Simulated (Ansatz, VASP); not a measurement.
## TaN: VASP beside Ansatz

Contents of INCAR:

```
SYSTEM = TaN
  ALGO = Normal
  EDIFF = 1E-7
  ENCUT = 520
  GGA = PS
  ISIF = 2
  ISMEAR = 0
  LASPH = .True.
  LCHARG = .False.
  LREAL = .False.
  LWAVE = .False.
  NBANDS = 15
  NELM = 60
  PREC = Accurate
  SIGMA = 0.15
```

Contents of KPOINTS:

```
k-points
0
Gamma
  18 18 16
  0 0 0
```

POSCAR

```
TaN
1.0
    2.9971000000      0.0000000000      0.0000000000
   -1.4985500000      2.5955647377      0.0000000000
    0.0000000000      0.0000000000      2.9784000000
Ta N
1 1
Direct
    0.3333333333      0.6666666667      0.5000000000
    0.0000000000      0.0000000000      0.0000000000
```

Input for Ansatz:

```yaml
crystal:
  lattice:
    - [2.9971, 0.0, 0.0]
    - [-1.49855, 2.5955647377, 0.0]
    - [0.0, 0.0, 2.9784]
  atoms:
    - { symbol: Ta, position: [0.3333333333, 0.6666666667, 0.5] }
    - { symbol: "N", position: [0.0, 0.0, 0.0] }
basis:
  ecutwfc: 520.0
kpoints:
  mp_grid: { grid: [18, 18, 16] }
hamiltonian:
  xc: pbesol
scf:
  occupations: { method: gaussian, width: 0.15 }
output:
  forces: true
  stress: true
  eigenvalues: true
```

Alike in both runs: task single point; functional PBEsol; k mesh 18 × 18 × 16; occupations gaussian, width 0.15 eV; no spin polarisation.

|  | VASP | Ansatz |
| --- | --- | --- |
| version | VASP 6.6.1 | Ansatz 0.2.0 |
| potentials or method | VASP PAW PBE potentials, release 64 (Ta_pv, N), cutoff 520 eV | scalar-relativistic, plane waves, PAW |
| valence electrons in the cell | 16 | 18 |

Ansatz gave:

| Property | Result |
| --- | --- |
| gap on the k mesh at the Fermi level (eV) | none |
| pressure (GPa) | -26.2 |
| traceless stress, the component that is largest in VASP (GPa) | -6.39 |

Problem. Which values does VASP return?

Solution. gap on the k mesh at the Fermi level (eV): none; pressure (GPa): -25.7; traceless stress, the component that is largest in VASP (GPa): -6.30.

VASP's potentials were made for PBE, not for PBEsol. A gap of «none» marks a metal or a gap that the smearing closes. VASP's potentials hold 16 valence electrons a cell and Ansatz's 18, so a difference there can come from the potentials and not from the codes.

Spin-orbit coupling is off throughout.
